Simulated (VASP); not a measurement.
# BiTe (I4/mmm) in VASP: a series of runs

BiTe is run at these levels: PBEsol; tasks: single point.

All numbers are computed with VASP 6.6.1; they aren't measurements. Logs are shortened: lines on timing, memory, paths and dates and some standing lists are left out, and cuts for length are marked.

## Step 1: The cell of the first run

Symmetry: I4/mmm, No. 139, tetragonal system. Conventional cell: a = 4.438 Å, b = 4.438 Å, c = 6.664 Å, α = 90.00°, β = 90.00°, γ = 90.00°. Within 4.1 Å of Bi (site symmetry 4/mmm) lie 6 Te at 3.14 to 3.33 Å. Within 4.1 Å of Te (site symmetry 4/mmm) lie 6 Bi at 3.14 to 3.33 Å.

## Step 2: Single point, PBEsol (strain -0.030 along x and y, +0.030 along z)

File INCAR:

```
PREC = Accurate ; ENCUT = 520
EDIFF = 1E-6 ; ISMEAR = 0
SIGMA = 0.15 ; LREAL = False
LASPH = True ; NELM = 100
ALGO = Normal ; ISIF = 2
LWAVE = False ; LCHARG = False
GGA = PS ; NBANDS = 18
```

File KPOINTS:

```
regular mesh
0
Gamma
  14 14 14
```

File POSCAR:

```
BiTe
1.0
    0.0000000000      3.1379500000      3.3320500000
    3.1379500000      0.0000000000      3.3320500000
    3.1379500000      3.1379500000      0.0000000000
Bi Te
1 1
Direct
    0.0000000000      0.0000000000      0.0000000000
    0.5000000000      0.5000000000      0.5000000000
```

Potentials or basis: VASP PAW PBE potentials, release 64 (Bi_d, Te).

Started as:

```
$ cat potpaw_PBE.64/Bi_d/POTCAR potpaw_PBE.64/Te/POTCAR > POTCAR
$ mpirun -np 1 vasp_std > vasp.out
```

OUTCAR:

```text
PREC = Accurate
   ENCUT = 520
   EDIFF = 1E-6
   ISMEAR = 0
   LREAL = False
   LASPH = True
   NELM = 100
   ISIF = 2
   GGA = PS

 ion  position               nearest neighbor table
   1  0.000  0.000  0.000-   2 3.14   2 3.14   2 3.14   2 3.14   2 3.33   2 3.33
   2  0.500  0.500  0.500-   1 3.14   1 3.14   1 3.14   1 3.14   1 3.33   1 3.33

  LATTYP: Found a body centered tetragonal cell.
 ALAT       =     4.4377314480
 C/A-ratio  =     1.5016906899

  Lattice vectors:

 A1 = (  -3.1379500000,   0.0000000000,   3.3320500000)
 A2 = (   3.1379500000,   0.0000000000,   3.3320500000)
 A3 = (   0.0000000000,   3.1379500000,  -3.3320500000)

Analysis of symmetry for initial positions (statically):
=====================================================================
 Subroutine PRICEL returns:
 Original cell was already a primitive cell.

 Routine SETGRP: Setting up the symmetry group for a
 body centered tetragonal supercell.

 Subroutine GETGRP returns: Found 16 space group operations
 (whereof 16 operations were pure point group operations)
 out of a pool of 16 trial point group operations.

The static configuration has the point symmetry D_4h.

Analysis of symmetry for dynamics (positions and initial velocities):
=====================================================================
 Subroutine PRICEL returns:
 Original cell was already a primitive cell.

 Routine SETGRP: Setting up the symmetry group for a
 body centered tetragonal supercell.

 Subroutine GETGRP returns: Found 16 space group operations
 (whereof 16 operations were pure point group operations)
 out of a pool of 16 trial point group operations.

The dynamic configuration has the point symmetry D_4h.

 Subroutine INISYM returns: Found 16 space group operations
 (whereof 16 operations are pure point group operations),
 and found     1 'primitive' translations

----------------------------------------------------------------------------------------

                                     Primitive cell

  volume of cell :      65.6196

  direct lattice vectors                    reciprocal lattice vectors
     0.000000000  3.137950000  3.332050000    -0.159339696  0.159339696  0.150057772
     3.137950000  0.000000000  3.332050000     0.159339696 -0.159339696  0.150057772
     3.137950000  3.137950000  0.000000000     0.159339696  0.159339696 -0.150057772

  length of vectors
     4.577039153  4.577039153  4.437731448     0.270731625  0.270731625  0.270731625

  position of ions in fractional coordinates (direct lattice)
     0.000000000  0.000000000  0.000000000
     0.500000000  0.500000000  0.500000000

  ion indices of the primitive-cell ions
   primitive index   ion index
                 1           1
                 2           2

----------------------------------------------------------------------------------------

 KPOINTS: regular mesh

Automatic generation of k-mesh.
 Grid dimensions read from file:
 generate k-points for:   14   14   14

 Generating k-lattice:

  Cartesian coordinates                     Fractional coordinates (reciprocal lattice)
    -0.011381407  0.011381407  0.010718412     0.071428571 -0.000000000  0.000000000
     0.011381407 -0.011381407  0.010718412    -0.000000000  0.071428571  0.000000000
     0.011381407  0.011381407 -0.010718412     0.000000000  0.000000000  0.071428571

  Length of vectors
     0.019337973  0.019337973  0.019337973

  Shift w.r.t. Gamma in fractional coordinates (k-lattice)
     0.000000000  0.000000000  0.000000000

 Subroutine IBZKPT returns following result:
 ===========================================

 Found    244 irreducible k-points:

 Following reciprocal coordinates:
            Coordinates               Weight
  0.000000  0.000000  0.000000      1.000000
  0.071429  0.000000  0.000000      8.000000
  0.142857  0.000000  0.000000      8.000000
  0.214286  0.000000  0.000000      8.000000
  0.285714  0.000000  0.000000      8.000000
  0.357143  0.000000  0.000000      8.000000
[... 16 lines left out ...]
  0.214286  0.142857  0.000000      8.000000
  0.285714  0.142857  0.000000      8.000000
 [... further k-points ...]
   k-points           NKPTS =    244   k-points in BZ     NKDIM =    244   number of bands    NBANDS=     18
   number of dos      NEDOS =    301   number of ions     NIONS =      2
   total plane-waves  NPLWV =  46656
   dimension x,y,z NGX =    36 NGY =   36 NGZ =   36
   dimension x,y,z NGXF=    72 NGYF=   72 NGZF=   72
   ions per type =               1   1
   NGX,Y,Z   is equivalent  to a cutoff of  13.08, 13.08, 13.49 a.u.
   NGXF,Y,Z  is equivalent  to a cutoff of  26.15, 26.15, 26.97 a.u.
 SYSTEM =  unknown system
   PREC   = accura    normal or accurate (medium, high low for compatibility)
   ISTART =      0    job   : 0-new  1-cont  2-samecut
   ICHARG =      2    charge: 1-file 2-atom 10-const
   ISPIN  =      1    spin polarized calculation?
   LNONCOLLINEAR =      F non collinear calculations
   LSORBIT =      F    spin-orbit coupling
   LASPH  =      T    aspherical Exc in radial PAW
   ENCUT  =  520.0 eV  38.22 Ry    6.18 a.u.   8.51  8.51  8.25*2*pi/ulx,y,z
   NELM   =    100;   NELMIN=  2; NELMDL= -5     # of ELM steps
   EDIFF  = 0.1E-05   stopping-criterion for ELM
   LREAL  =      F    real-space projection
   EDIFFG = 0.1E-04   stopping-criterion for IOM
   NSW    =      0    number of steps for IOM
   IBRION =     -1    ionic relax: 0-MD 1-quasi-New 2-CG
   NFREE  =      0    steps in history (QN), initial steepest desc. (CG)
   ISIF   =      2    stress and relaxation
   ISYM   =      2    0-nonsym 1-usesym 2-fastsym
   POTIM  = 0.5000    time-step for ionic-motion
   TEBEG  =    0.0;   TEEND  =   0.0 temperature during run
   PSTRESS=    0.0 pullay stress
   NELECT =      21.0000    total number of electrons
   NUPDOWN=      -1.0000    fix difference up-down
   EMIN   =  10.00;   EMAX   =-10.00  energy-range for DOS
   EFERMI =   0.00;   METHOD = LEGACY
   ISMEAR =     0;   SIGMA  =   0.15  broadening in eV -4-tet -1-fermi 0-gaus
   EFERMI_NEDOS =   21; number of points for ismear=-14 and -15
   IALGO  =     38    algorithm
   IMIX   =      4    mixing-type and parameters
     AMIX     =   0.40;   BMIX     =  1.00
     AMIX_MAG =   1.60;   BMIX_MAG =  1.00
  volume/ion in A,a.u.               =      32.81       221.41
  Fermi-wavevector in a.u.,A,eV,Ry     =   1.119790  2.116097 17.060761  1.253931
  Thomas-Fermi vector in A             =   2.256432
   LORBIT       =      0    0 simple, 1 ext, 2 COOP (PROOUT), +10 PAW based schemes
   GGA     = PS    functional components
   LHFCALC =     F    Hartree Fock is set to
   AEXX    =    0.0000 exact exchange contribution
   IVDW    =     0    specifies the selected vdW correction
   LEPSILON=     F    determine dielectric tensor
   LRPA    =     F    only Hartree local field effects (RPA)
 non-spin polarized calculation
 Gauss-broadening in eV      SIGMA  =   0.15
  energy-cutoff  :      520.00
  volume of cell :       65.62
 maximum number of plane-waves:      1799
 NGX is ok and might be reduce to    36
   NGX = 17   NGY = 17   NGZ = 17

 number of electron      21.0000004 magnetization

 Free energy of the ion-electron system (eV)
  ---------------------------------------------------
  ext. energy  EPLUGINS =         0.00000000
  ---------------------------------------------------
  free energy    TOTEN  =        -7.95182079 eV

  energy without entropy =       -7.93665736  energy(sigma->0) =       -7.94423907

 E-fermi :   6.8617     XC(G=0):  -9.7287

 val. band max:        6.8502167498   @ k =  -0.1429   0.0714   0.2143
 cond. band min:       6.8735701616   @ k =  -0.2857   0.1429   0.0714
 fundamental gap:      0.0233534119
 Fermi energy:         6.8617104223

 k-point     1 :       0.0000    0.0000    0.0000
  band No.  band energies     occupation
      1     -16.2292      2.00000
      2     -16.2216      2.00000
      3     -16.1935      2.00000
      4     -16.1935      2.00000
      5     -16.1929      2.00000
      6      -6.9139      2.00000
[... 10 lines left out ...]
     17      12.3555      0.00000
     18      13.2480      0.00000

 k-point     2 :       0.0714    0.0000    0.0000
  band No.  band energies     occupation
      1     -16.2295      2.00000
      2     -16.2212      2.00000
      3     -16.1935      2.00000
      4     -16.1932      2.00000
      5     -16.1929      2.00000
      6      -6.8663      2.00000
[... 10 lines left out ...]
     17      12.6384      0.00000
     18      13.6570      0.00000

 k-point     3 :       0.1429    0.0000    0.0000
  band No.  band energies     occupation
      1     -16.2304      2.00000
      2     -16.2203      2.00000
      3     -16.1937      2.00000
      4     -16.1925      2.00000
      5     -16.1924      2.00000
      6      -6.7239      2.00000
[... 10 lines left out ...]
     17      13.3594      0.00000
     18      14.6167      0.00000

 k-point     4 :       0.2143    0.0000    0.0000
  band No.  band energies     occupation
      1     -16.2318      2.00000
      2     -16.2190      2.00000
      3     -16.1942      2.00000
      4     -16.1915      2.00000
      5     -16.1913      2.00000
      6      -6.4885      2.00000
[... 375 lines left out ...]
      4     -16.1916      2.00000
      5     -16.1916      2.00000
      6      -6.7047      2.00000
[... 10 lines left out ...]
     17      14.0098      0.00000
     18      14.1414      0.00000

 k-point    23 :       0.2143    0.1429    0.0000
  band No.  band energies     occupation
      1     -16.2285      2.00000
      2     -16.2221      2.00000
      3     -16.1965      2.00000
      4     -16.1906      2.00000
      5     -16.1905      2.00000
      6      -6.5572      2.00000
[... 10 lines left out ...]
     17      14.4680      0.00000
     18      14.5451      0.00000

 k-point    24 :       0.2857    0.1429    0.0000
  band No.  band energies     occupation
      1     -16.2293      2.00000
      2     -16.2213      2.00000
      3     -16.1973      2.00000
      4     -16.1897      2.00000
      5     -16.1892      2.00000
      6      -6.3215      2.00000
[... 10 lines left out ...]
     17      15.3304      0.00000
     18      15.4083      0.00000

 [... further k-points ...]

------------------------ aborting loop because EDIFF is reached ----------------------------------------

  FORCE on cell =-STRESS in cart. coord.  units (eV):
  Direction    XX          YY          ZZ          XY          YZ          ZX
  --------------------------------------------------------------------------------------
  -------------------------------------------------------------------------------------
  Total        0.7914180      0.7914180     -1.3593542      0.0000000     -0.0000000     -0.0000000
  in kB       19.3233751     19.3233751    -33.1901837      0.0000000     -0.0000000     -0.0000000
  external PRESSURE =       1.8188555 kB  Pullay stress =       0.0000000 kB

 VOLUME and BASIS-vectors are now :
 -----------------------------------------------------------------------------
  energy-cutoff  :      520.00
  volume of cell :       65.62
      direct lattice vectors                 reciprocal lattice vectors
     0.000000000  3.137950000  3.332050000    -0.159339696  0.159339696  0.150057772
     3.137950000  0.000000000  3.332050000     0.159339696 -0.159339696  0.150057772
     3.137950000  3.137950000  0.000000000     0.159339696  0.159339696 -0.150057772

 POSITION                                       TOTAL-FORCE (eV/Angst)
 -----------------------------------------------------------------------------------
      0.00000      0.00000      0.00000         0.000000     -0.000000      0.000000
      3.13795      3.13795      3.33205        -0.000000      0.000000      0.000000
 -----------------------------------------------------------------------------------
    total drift:                               -0.000000      0.000000      0.000000

  FREE ENERGIE OF THE ION-ELECTRON SYSTEM (eV)
  ---------------------------------------------------
  free  energy   TOTEN  =        -7.9518207894 eV

  energy  without entropy=       -7.9366573561  energy(sigma->0) =       -7.94423907
```

It took 2.9 min on 1 thread of Intel Xeon Platinum 8259CL at 2.50GHz (Skylake/Cascade Lake), shared host; peak memory 0.42 GiB.

What came out:

```yaml
Free_energy: -7.9518 eV
Pressure: 0.2 GPa
Band_gap_on_the_k_mesh: zero (an odd number of electrons rules out a gap without spin polarisation)
```

Levels at points of the mesh, in eV from the Fermi level:
```csv
k point,band 6,band 7,band 8,band 9,band 10,band 11,band 12,band 13,band 14,band 15
"(0.00, 0.00, 0.00)",-13.78,-7.99,-2.87,-2.87,-2.08,1.34,2.70,2.70,4.30,4.77
"(0.50, 0.00, 0.00)",-11.72,-11.39,-2.07,-1.90,-1.50,-0.99,-0.60,-0.60,7.31,7.79
"(0.50, 0.50, 0.00)",-12.31,-9.51,-5.74,-4.10,-4.10,2.15,3.91,3.91,4.64,8.83
"(0.50, 0.00, 0.50)",-11.69,-10.17,-5.97,-4.58,-3.80,2.05,2.99,4.43,5.53,8.38
```

Caveat: the cell differs from its parent crystal (strain -0.030 along x and y, +0.030 along z); the PAW data sets were made with another functional, which shifts forces and pressure a little; spin-orbit coupling is left out, which moves the levels of the heavy elements.

## Step 3: Single point, PBEsol (strain +0.000 along x and y, -0.030 along z)

File INCAR:

```
SYSTEM = BiTe
  ALGO = Normal
  EDIFF = 1E-6
  ENCUT = 520
  GGA = PS
  ISIF = 2
  ISMEAR = 0
  LASPH = .TRUE.
  LCHARG = .TRUE.
  LELF = .TRUE.
  LREAL = .FALSE.
  LVHAR = .TRUE.
  LWAVE = .FALSE.
  NBANDS = 18
  NELM = 80
  PREC = Accurate
  SIGMA = 0.15
```

File KPOINTS:

```
k-points
0
G
  14 14 14
  0 0 0
```

File POSCAR:

```
BiTe
1.0
    0.0000000000      3.2350000000      3.1379500000
    3.2350000000      0.0000000000      3.1379500000
    3.2350000000      3.2350000000      0.0000000000
Bi Te
1 1
Direct
    0.0000000000      0.0000000000      0.0000000000
    0.5000000000      0.5000000000      0.5000000000
```

Potentials or basis: VASP PAW PBE potentials, release 64 (Bi_d, Te).

Started as:

```
$ cat potpaw_PBE.64/Bi_d/POTCAR potpaw_PBE.64/Te/POTCAR > POTCAR
$ mpirun -np 1 vasp_std > vasp.out
```

Run time: 3.3 min. Hardware: 1 thread of Intel Xeon Platinum 8259CL at 2.50GHz (Skylake/Cascade Lake), shared host; peak memory 0.42 GiB.

It converged, with:

```
Free energy            : -7.9823 eV
Pressure               : -0.1 GPa
Band gap on the k mesh : zero (an odd number of electrons rules out a gap without spin polarisation)
```

Stress tensor (GPa, compression positive):
```
-1.12  0.00  0.00
 0.00 -1.12  0.00
 0.00  0.00  1.84
```

Levels at points of the mesh, in eV from the Fermi level:
```
           k point  band 7  band 8  band 9  band 10  band 11  band 12  band 13  band 14
(0.00, 0.00, 0.00)   -8.02   -2.89   -2.47    -2.47     1.98     1.98     2.72     4.52
(0.50, 0.00, 0.00)  -11.37   -1.99   -1.96    -1.56    -0.91    -0.72    -0.59     7.31
(0.50, 0.50, 0.00)  -10.20   -5.96   -4.19    -4.19     2.02     3.67     3.67     5.51
(0.50, 0.00, 0.50)   -9.84   -5.85   -4.34    -3.93     2.09     3.40     4.17     5.04
```

Caveat: the cell differs from its parent crystal (strain +0.000 along x and y, -0.030 along z); the PAW data sets were made with another functional, which shifts forces and pressure a little; spin-orbit coupling is left out, which moves the levels of the heavy elements.

## Step 4: Single point, PBEsol (strain +0.015 along x and y, -0.015 along z)

File INCAR:

```
SYSTEM = BiTe
ALGO     = Normal         ! electronic algorithm
EDIFF    = 1E-7           ! SCF threshold, eV
ENCUT    = 520            ! plane-wave cutoff, eV
GGA      = PS             ! functional
ISIF     = 2              ! what is computed and relaxed
ISMEAR   = 0              ! smearing method
LASPH    = .True.         ! aspherical terms in the spheres
LCHARG   = .False.        ! write CHGCAR
LREAL    = .False.        ! projectors in reciprocal space
LWAVE    = .False.        ! write WAVECAR
NBANDS   = 18             ! bands
NELM     = 80             ! most SCF steps
PREC     = Accurate       ! precision mode
SIGMA    = 0.15           ! smearing width, eV
```

File KPOINTS:

```
k-points
0
Gamma
  14 14 14
  0 0 0
```

File POSCAR:

```
BiTe
1.0
    0.0000000000      3.2835250000      3.1864750000
    3.2835250000      0.0000000000      3.1864750000
    3.2835250000      3.2835250000      0.0000000000
Bi Te
1 1
Direct
    0.0000000000      0.0000000000      0.0000000000
    0.5000000000      0.5000000000      0.5000000000
```

Started as:

```
$ cat potpaw_PBE.64/Bi_d/POTCAR potpaw_PBE.64/Te/POTCAR > POTCAR
$ mpirun -np 1 vasp_std > vasp.out
```

Wall time 98 s (1 thread of Intel Xeon 6975P-C (Granite Rapids), shared host); peak memory 0.43 GiB.

The run converged. Its results:

```
Free energy            : -7.9596 eV
Pressure               : -2.3 GPa
Band gap on the k mesh : zero (an odd number of electrons rules out a gap without spin polarisation)
```

Stress tensor (GPa, compression positive):
```
-3.10  0.00  0.00
 0.00 -3.10  0.00
 0.00  0.00 -0.70
```

Levels at points of the mesh, in eV from the Fermi level:
```tsv
k point	band 7	band 8	band 9	band 10	band 11	band 12	band 13	band 14
(0.00, 0.00, 0.00)	-8.18	-2.75	-2.35	-2.35	1.90	1.90	2.59	4.60
(0.50, 0.00, 0.00)	-11.21	-1.89	-1.87	-1.57	-0.87	-0.64	-0.54	7.21
(0.50, 0.50, 0.00)	-10.17	-5.64	-3.97	-3.97	2.19	3.46	3.46	5.16
(0.50, 0.00, 0.50)	-9.84	-5.53	-4.12	-3.73	2.26	3.21	3.93	4.71
```

Caveat: the cell differs from its parent crystal (strain +0.015 along x and y, -0.015 along z); the PAW data sets were made with another functional, which shifts forces and pressure a little; spin-orbit coupling is left out, which moves the levels of the heavy elements.

## Step 5: The runs side by side

```tsv
cell	gap on the mesh (eV)	pressure (GPa)
a = 4.577, b = 4.577, c = 4.438 Å, angles 61.0, 61.0, 58.0°, 2 atoms	none	0.2
a = 4.507, b = 4.507, c = 4.575 Å, angles 59.5, 59.5, 61.0°, 2 atoms	none	-0.1
a = 4.575, b = 4.575, c = 4.644 Å, angles 59.5, 59.5, 61.0°, 2 atoms	none	-2.3
```

Alike in all rows: task single point; level PBEsol; potentials or basis VASP PAW PBE potentials, release 64 (Bi_d, Te); no spin polarisation; k mesh 14 × 14 × 14; cutoff (eV) 520; smearing gaussian 0.15 eV.

Caveats: the PAW data sets were made with another functional, which shifts forces and pressure a little; spin-orbit coupling is left out, which moves the levels of the heavy elements.

Absolute energies hang on the potentials; compare differences alone.
